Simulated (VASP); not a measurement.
# TiAu in VASP: a series of runs

The runs below take TiAu through single point, with LDA.

All numbers are computed with VASP 6.6.1; they aren't measurements. Logs are shortened: lines on timing, memory, paths and dates and some standing lists are left out, and cuts for length are marked.

**1. The cell of the first run**

The structure is cubic, space group Pm-3m (No. 221). The conventional cell has a = 3.254 Å, b = 3.254 Å, c = 3.254 Å, α = 90.00°, β = 90.00°, γ = 90.00°. Within 3.7 Å of Ti (site symmetry m-3m) lie 8 Au at 2.82 Å and 6 Ti at 3.25 Å. Au (site symmetry m-3m) has 8 Ti at 2.82 Å and 6 Au at 3.25 Å within 3.7 Å.

**2. Single point, LDA**

INCAR

```
SYSTEM = TiAu
  ALGO = Normal
  EDIFF = 1E-6
  ENCUT = 520
  ISIF = 2
  ISMEAR = 1
  LASPH = .TRUE.
  LCHARG = .FALSE.
  LREAL = .FALSE.
  LWAVE = .FALSE.
  NBANDS = 18
  NELM = 100
  PREC = Accurate
  SIGMA = 0.1
```

KPOINTS

```
k-points
0
G
  5 5 5
  0 0 0
```

POSCAR

```
TiAu
1.0
    3.2540000000      0.0000000000      0.0000000000
    0.0000000000      3.2540000000      0.0000000000
    0.0000000000      0.0000000000      3.2540000000
Ti Au
1 1
Direct
    0.5000000000      0.5000000000      0.5000000000
    0.0000000000      0.0000000000      0.0000000000
```

Potentials or basis: VASP PAW LDA potentials, release 64 (Ti_sv, Au).

The run is started by

```console
> cat potpaw_LDA.64/Ti_sv/POTCAR potpaw_LDA.64/Au/POTCAR > POTCAR
> mpirun -np 1 vasp_std > vasp.out
```

OUTCAR:

```text
SYSTEM = TiAu
   EDIFF = 1E-6
   ENCUT = 520
   ISIF = 2
   ISMEAR = 1
   LASPH = .TRUE.
   LREAL = .FALSE.
   NELM = 100
   PREC = Accurate

 ion  position               nearest neighbor table
   1  0.500  0.500  0.500-   2 2.82   2 2.82   2 2.82   2 2.82   2 2.82   2 2.82   2 2.82   2 2.82

   2  0.000  0.000  0.000-   1 2.82   1 2.82   1 2.82   1 2.82   1 2.82   1 2.82   1 2.82   1 2.82

  LATTYP: Found a simple cubic cell.
 ALAT       =     3.2540000000

  Lattice vectors:

 A1 = (   3.2540000000,   0.0000000000,   0.0000000000)
 A2 = (   0.0000000000,   3.2540000000,   0.0000000000)
 A3 = (   0.0000000000,   0.0000000000,   3.2540000000)

Analysis of symmetry for initial positions (statically):
=====================================================================
 Subroutine PRICEL returns:
 Original cell was already a primitive cell.

 Routine SETGRP: Setting up the symmetry group for a
 simple cubic supercell.

 Subroutine GETGRP returns: Found 48 space group operations
 (whereof 48 operations were pure point group operations)
 out of a pool of 48 trial point group operations.

The static configuration has the point symmetry O_h .

Analysis of symmetry for dynamics (positions and initial velocities):
=====================================================================
 Subroutine PRICEL returns:
 Original cell was already a primitive cell.

 Routine SETGRP: Setting up the symmetry group for a
 simple cubic supercell.

 Subroutine GETGRP returns: Found 48 space group operations
 (whereof 48 operations were pure point group operations)
 out of a pool of 48 trial point group operations.

The dynamic configuration has the point symmetry O_h .

 Subroutine INISYM returns: Found 48 space group operations
 (whereof 48 operations are pure point group operations),
 and found     1 'primitive' translations

----------------------------------------------------------------------------------------

                                     Primitive cell

  volume of cell :      34.4550

  direct lattice vectors                    reciprocal lattice vectors
     3.254000000  0.000000000  0.000000000     0.307314075  0.000000000  0.000000000
     0.000000000  3.254000000  0.000000000     0.000000000  0.307314075  0.000000000
     0.000000000  0.000000000  3.254000000     0.000000000  0.000000000  0.307314075

  length of vectors
     3.254000000  3.254000000  3.254000000     0.307314075  0.307314075  0.307314075

  position of ions in fractional coordinates (direct lattice)
     0.500000000  0.500000000  0.500000000
     0.000000000  0.000000000  0.000000000

  ion indices of the primitive-cell ions
   primitive index   ion index
                 1           1
                 2           2

----------------------------------------------------------------------------------------

 KPOINTS: k-points

Automatic generation of k-mesh.
 Grid dimensions read from file:
 generate k-points for:    5    5    5

 Generating k-lattice:

  Cartesian coordinates                     Fractional coordinates (reciprocal lattice)
     0.061462815  0.000000000  0.000000000     0.200000000  0.000000000  0.000000000
     0.000000000  0.061462815  0.000000000     0.000000000  0.200000000  0.000000000
     0.000000000  0.000000000  0.061462815     0.000000000  0.000000000  0.200000000

  Length of vectors
     0.061462815  0.061462815  0.061462815

  Shift w.r.t. Gamma in fractional coordinates (k-lattice)
     0.000000000  0.000000000  0.000000000

 Subroutine IBZKPT returns following result:
 ===========================================

 Found     10 irreducible k-points:

 Following reciprocal coordinates:
            Coordinates               Weight
  0.000000  0.000000  0.000000      1.000000
  0.200000  0.000000  0.000000      6.000000
  0.400000  0.000000  0.000000      6.000000
  0.200000  0.200000  0.000000     12.000000
  0.400000  0.200000  0.000000     24.000000
  0.400000  0.400000  0.000000     12.000000
  0.200000  0.200000  0.200000      8.000000
  0.400000  0.200000  0.200000     24.000000
  0.400000  0.400000  0.200000     24.000000
  0.400000  0.400000  0.400000      8.000000
   k-points           NKPTS =     10   k-points in BZ     NKDIM =     10   number of bands    NBANDS=     18
   number of dos      NEDOS =    301   number of ions     NIONS =      2
   total plane-waves  NPLWV =  13824
   dimension x,y,z NGX =    24 NGY =   24 NGZ =   24
   dimension x,y,z NGXF=    48 NGYF=   48 NGZF=   48
   ions per type =               1   1
   NGX,Y,Z   is equivalent  to a cutoff of  12.26, 12.26, 12.26 a.u.
   NGXF,Y,Z  is equivalent  to a cutoff of  24.52, 24.52, 24.52 a.u.
 SYSTEM =  TiAu
   PREC   = accura    normal or accurate (medium, high low for compatibility)
   ISTART =      0    job   : 0-new  1-cont  2-samecut
   ICHARG =      2    charge: 1-file 2-atom 10-const
   ISPIN  =      1    spin polarized calculation?
   LNONCOLLINEAR =      F non collinear calculations
   LSORBIT =      F    spin-orbit coupling
   LASPH  =      T    aspherical Exc in radial PAW
   ENCUT  =  520.0 eV  38.22 Ry    6.18 a.u.   6.05  6.05  6.05*2*pi/ulx,y,z
   NELM   =    100;   NELMIN=  2; NELMDL= -5     # of ELM steps
   EDIFF  = 0.1E-05   stopping-criterion for ELM
   LREAL  =      F    real-space projection
   EDIFFG = 0.1E-04   stopping-criterion for IOM
   NSW    =      0    number of steps for IOM
   IBRION =     -1    ionic relax: 0-MD 1-quasi-New 2-CG
   NFREE  =      0    steps in history (QN), initial steepest desc. (CG)
   ISIF   =      2    stress and relaxation
   ISYM   =      2    0-nonsym 1-usesym 2-fastsym
   POTIM  = 0.5000    time-step for ionic-motion
   TEBEG  =    0.0;   TEEND  =   0.0 temperature during run
   PSTRESS=    0.0 pullay stress
   NELECT =      23.0000    total number of electrons
   NUPDOWN=      -1.0000    fix difference up-down
   EMIN   =  10.00;   EMAX   =-10.00  energy-range for DOS
   EFERMI =   0.00;   METHOD = LEGACY
   ISMEAR =     1;   SIGMA  =   0.10  broadening in eV -4-tet -1-fermi 0-gaus
   EFERMI_NEDOS =   21; number of points for ismear=-14 and -15
   IALGO  =     38    algorithm
   IMIX   =      4    mixing-type and parameters
     AMIX     =   0.40;   BMIX     =  1.00
     AMIX_MAG =   1.60;   BMIX_MAG =  1.00
  volume/ion in A,a.u.               =      17.23       116.26
  Fermi-wavevector in a.u.,A,eV,Ry     =   1.430759  2.703743 27.852106  2.047072
  Thomas-Fermi vector in A             =   2.550570
   LORBIT       =      0    0 simple, 1 ext, 2 COOP (PROOUT), +10 PAW based schemes
   GGA     = CA    functional components
   LHFCALC =     F    Hartree Fock is set to
   AEXX    =    0.0000 exact exchange contribution
   IVDW    =     0    specifies the selected vdW correction
   LEPSILON=     F    determine dielectric tensor
   LRPA    =     F    only Hartree local field effects (RPA)
 non-spin polarized calculation
 Methfessel and Paxton  Order N= 1 SIGMA  =   0.10
  energy-cutoff  :      520.00
  volume of cell :       34.46
 maximum number of plane-waves:       948
   NGX = 13   NGY = 13   NGZ = 13

 number of electron      23.0000003 magnetization

 Free energy of the ion-electron system (eV)
  ---------------------------------------------------
  ext. energy  EPLUGINS =         0.00000000
  ---------------------------------------------------
  free energy    TOTEN  =       -13.62488952 eV

  energy without entropy =      -13.61878021  energy(sigma->0) =      -13.62285308

 E-fermi :   9.0929     XC(G=0): -12.3878

 val. band max:        9.0886955111   @ k =   0.4000   0.4000   0.0000
 cond. band min:       9.1256807542   @ k =   0.4000   0.2000   0.2000
 fundamental gap:      0.0369852431
 Fermi energy:         9.0928501848

 k-point     1 :       0.0000    0.0000    0.0000
  band No.  band energies     occupation
      1     -47.6944      2.00000
      2     -24.2530      2.00000
      3     -24.2530      2.00000
      4     -24.2530      2.00000
      5       0.4696      2.00000
      6       2.8837      2.00000
[... 10 lines left out ...]
     17      15.8081      0.00000
     18      15.8081      0.00000

 k-point     2 :       0.2000    0.0000    0.0000
  band No.  band energies     occupation
      1     -47.6904      2.00000
      2     -24.2996      2.00000
      3     -24.2504      2.00000
      4     -24.2504      2.00000
      5       1.1356      2.00000
      6       3.0721      2.00000
[... 10 lines left out ...]
     17      17.4662      0.00000
     18      17.4662      0.00000

 k-point     3 :       0.4000    0.0000    0.0000
  band No.  band energies     occupation
      1     -47.6839      2.00000
      2     -24.3741      2.00000
      3     -24.2462      2.00000
      4     -24.2462      2.00000
      5       2.4360      2.00000
      6       3.4248      2.00000
[... 10 lines left out ...]
     17      20.7851      0.00000
     18      20.7851      0.00000

 k-point     4 :       0.2000    0.2000    0.0000
  band No.  band energies     occupation
      1     -47.6866      2.00000
      2     -24.2985      2.00000
      3     -24.2917      2.00000
      4     -24.2471      2.00000
      5       1.7218      2.00000
      6       3.3002      2.00000
[... 10 lines left out ...]
     17      15.0403      0.00000
     18      18.5070      0.00000

 k-point     5 :       0.4000    0.2000    0.0000
  band No.  band energies     occupation
      1     -47.6804      2.00000
      2     -24.3668      2.00000
      3     -24.2878      2.00000
      4     -24.2418      2.00000
      5       2.7111      2.00000
      6       3.5032      2.00000
[... 10 lines left out ...]
     17      16.9750      0.00000
     18      20.4091      0.00000

 k-point     6 :       0.4000    0.4000    0.0000
  band No.  band energies     occupation
      1     -47.6747      2.00000
      2     -24.3561      2.00000
      3     -24.3535      2.00000
      4     -24.2347      2.00000
      5       2.7824      2.00000
      6       2.9372      2.00000
[... 10 lines left out ...]
     17      14.5506      0.00000
     18      17.4121      0.00000

 k-point     7 :       0.2000    0.2000    0.2000
  band No.  band energies     occupation
      1     -47.6829      2.00000
      2     -24.2945      2.00000
      3     -24.2890      2.00000
      4     -24.2890      2.00000
      5       2.3250      2.00000
      6       3.6792      2.00000
[... 10 lines left out ...]
     17      15.5847      0.00000
     18      15.5847      0.00000

 k-point     8 :       0.4000    0.2000    0.2000
  band No.  band energies     occupation
      1     -47.6768      2.00000
      2     -24.3610      2.00000
      3     -24.2846      2.00000
      4     -24.2832      2.00000
      5       3.2158      2.00000
      6       3.6824      2.00000
[... 10 lines left out ...]
     17      16.4906      0.00000
     18      18.0796      0.00000

 k-point     9 :       0.4000    0.4000    0.2000
  band No.  band energies     occupation
      1     -47.6711      2.00000
      2     -24.3523      2.00000
      3     -24.3509      2.00000
      4     -24.2776      2.00000
      5       3.0791      2.00000
      6       3.6115      2.00000
[... 10 lines left out ...]
     17      14.1447      0.00000
     18      17.3939      0.00000

 k-point    10 :       0.4000    0.4000    0.4000
  band No.  band energies     occupation
      1     -47.6651      2.00000
      2     -24.3467      2.00000
      3     -24.3467      2.00000
      4     -24.3459      2.00000
      5       3.3384      2.00000
      6       3.5128      2.00000
[... 10 lines left out ...]
     17      15.6280      0.00000
     18      15.6280      0.00000

------------------------ aborting loop because EDIFF is reached ----------------------------------------

  FORCE on cell =-STRESS in cart. coord.  units (eV):
  Direction    XX          YY          ZZ          XY          YZ          ZX
  --------------------------------------------------------------------------------------
  -------------------------------------------------------------------------------------
  Total       -1.9401811     -1.9401811     -1.9401811      0.0000000     -0.0000000      0.0000000
  in kB      -90.2194577    -90.2194577    -90.2194577      0.0000000     -0.0000000      0.0000000
  external PRESSURE =     -90.2194577 kB  Pullay stress =       0.0000000 kB

 VOLUME and BASIS-vectors are now :
 -----------------------------------------------------------------------------
  energy-cutoff  :      520.00
  volume of cell :       34.46
      direct lattice vectors                 reciprocal lattice vectors
     3.254000000  0.000000000  0.000000000     0.307314075  0.000000000  0.000000000
     0.000000000  3.254000000  0.000000000     0.000000000  0.307314075  0.000000000
     0.000000000  0.000000000  3.254000000     0.000000000  0.000000000  0.307314075

 POSITION                                       TOTAL-FORCE (eV/Angst)
 -----------------------------------------------------------------------------------
      1.62700      1.62700      1.62700         0.000000      0.000000      0.000000
      0.00000      0.00000      0.00000         0.000000      0.000000      0.000000
 -----------------------------------------------------------------------------------
    total drift:                                0.000000      0.000000     -0.000000

  FREE ENERGIE OF THE ION-ELECTRON SYSTEM (eV)
  ---------------------------------------------------
  free  energy   TOTEN  =       -13.6248895162 eV

  energy  without entropy=      -13.6187802100  energy(sigma->0) =      -13.62285308
```

It took 4.7 s on 1 thread of Intel Xeon Platinum 8259CL at 2.50GHz (Skylake/Cascade Lake), shared host; peak memory 0.13 GiB.

Results:

```yaml
Free_energy: -13.6249 eV
Pressure: -9.0 GPa
```

Caveat: the k points lie up to 0.39 Å⁻¹ apart; spin-orbit coupling is left out, which moves the levels of the heavy elements.

(Part 1 of 2 ends here.)
